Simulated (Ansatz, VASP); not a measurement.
One calculation of Zr2B3, two programs

```xyz
5
Lattice="5.6043 0.0000 0.0000 -2.8021 4.8534 0.0000 0.0000 0.0000 3.5778" Properties=species:S:1:pos:R:3 pbc="T T T"
Zr    0.0000    3.2356    1.7889
Zr    2.8021    1.6178    1.7889
B     2.8021    0.0000    0.0000
B    -1.4011    2.4267    0.0000
B     1.4011    2.4267    0.0000
```

Alike in both runs: task relaxation of cell and atoms; functional PBE; k mesh 6 × 6 × 6; occupations gaussian, width 0.1 eV; no spin polarisation.

|  | VASP | Ansatz |
| --- | --- | --- |
| version | VASP 6.6.1 | Ansatz 0.2.0 |
| potentials or method | VASP PAW PBE potentials, release 64 (Zr_sv, B), cutoff 600 eV | scalar-relativistic, plane waves, PAW |
| valence electrons in the cell | 33 | 33 |

```tsv
	VASP	Ansatz	Ansatz less VASP
gap on the k mesh at the Fermi level, each at its own relaxed structure (eV)	none	none	-
relaxed volume (Å³/atom)	19.40	19.33	-0.070
relaxed length of the cell vector where the two differ most in proportion (Å)	5.566	5.549	-0.0177
```

A gap of «none» marks a metal or a gap that the smearing closes.
